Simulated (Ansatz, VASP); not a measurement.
## One calculation of NbH2, two programs

```
Nb H
1.0
    -0.02281    2.28150    2.28150
     2.28150   -0.02281    2.28150
     2.25868    2.25868    0.00000
Nb H
1 2
Direct
  0.00000 0.00000 0.00000
  0.25000 0.25000 0.25000
  0.75000 0.75000 0.75000
```

Alike in both runs: task single point; functional PBEsol; k mesh 13 × 13 × 13; occupations fermi-dirac, width 0.02 eV; no spin polarisation.

```csv
,VASP,Ansatz
version,VASP 6.6.1,Ansatz 0.2.0
potentials or method,"VASP PAW PBE potentials, release 64 (Nb_sv, H), cutoff 520 eV","plane waves, PAW"
valence electrons in the cell,15,15
```

```csv
,VASP,Ansatz,Ansatz less VASP
gap on the k mesh at the Fermi level (eV),none,none,-
pressure (GPa),-5.7,-5.3,+0.41
"traceless stress, the component that is largest in VASP (GPa)",2.37,2.37,+0.002
```

VASP's potentials were made for PBE, not for PBEsol. A gap of «none» marks a metal or a gap that the smearing closes. Ansatz's warnings: stress scf threshold loose.
